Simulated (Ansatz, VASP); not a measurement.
# One calculation of LiNbO3, two programs

```
Li Nb O
1.0
     2.53303    1.46245    4.56325
    -2.53303    1.46245    4.56325
     0.00000   -2.92489    4.56325
Li Nb O
2 2 6
Direct
  0.70492 0.70492 0.70492
  0.20492 0.20492 0.20492
  0.98779 0.98779 0.98779
  0.48779 0.48779 0.48779
  0.88746 0.27098 0.61529
  0.61529 0.88746 0.27098
  0.27098 0.61529 0.88746
  0.77098 0.38746 0.11529
  0.38746 0.11529 0.77098
  0.11529 0.77098 0.38746
```

Change from the starting cell: strained cell.

Alike in both runs: functional PBE; k mesh 6 × 6 × 6; occupations gaussian, width 0.02 eV; no spin polarisation.

Ansatz relaxed the structure, and its values are those at the end. VASP's run is a single point on that final structure, the one shown.

```csv
,VASP,Ansatz
version,VASP 6.6.1,Ansatz 0.2.0
potentials or method,"VASP PAW PBE potentials, release 64 (Li_sv, Nb_sv, O), cutoff 520 eV","scalar-relativistic, plane waves, PAW"
valence electrons in the cell,68,68
```

|  | VASP | Ansatz | Ansatz less VASP |
| --- | --- | --- | --- |
| gap on the k mesh at the Fermi level (eV) | 3.62 | 3.64 | +0.016 |
| least direct gap on the mesh (eV) | 3.71 | 3.73 | +0.017 |
| rms of the force components (eV/Å) | 0.013 | 0.000 | -0.0122 |

The functional is the same, so the differences come from potentials, cutoffs and numerics. Ansatz's warnings: stress scf threshold loose.

Noted on VASP's run: the cutoff is short for stress, so the pressure is rough.
